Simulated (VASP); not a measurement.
Crystal: C.

```
C
1.0
     0.00000    1.75927    1.75927
     1.75927    0.00000    1.75927
     1.75927    1.75927    0.00000
C
2
Direct
  0.75000 0.75000 0.75000
  0.50000 0.50000 0.50000
```

Program: VASP 6.6.1. Alike in all runs: task single point; no spin polarisation; cell as given; cutoff (eV) 520.

Question: Order these runs on this cell by their pressure, lowest first.
A. level revPBE; potentials or basis VASP PAW PBE potentials, release 64 (C); k mesh 13 × 13 × 13; smearing fermi-dirac 0.05 eV
B. level HSE06; potentials or basis VASP PAW PBE potentials, release 64 (C); k mesh 8 × 8 × 8; smearing fermi-dirac 0.05 eV; grid for exact exchange (PRECFOCK) Normal; screening parameter 0.2079 1/Å
C. level PBEsol; potentials or basis VASP PAW PBE potentials, release 64 (C); k mesh 13 × 13 × 13; smearing fermi-dirac 0.05 eV
D. level B3LYP; potentials or basis VASP PAW PBE potentials, release 64 (C); k mesh 7 × 7 × 7; smearing fermi-dirac 0.05 eV; grid for exact exchange (PRECFOCK) Normal
E. level LDA; potentials or basis VASP PAW LDA potentials, release 64 (C); k mesh 13 × 13 × 13; smearing gaussian 0.01 eV

Answer: E (7.0 GPa), B (12.3 GPa), C (15.5 GPa), D (21.0 GPa), A (26.8 GPa).

Caveats: some runs use coarse meshes; the PAW data sets were made with another functional, which shifts forces and pressure a little (some runs).
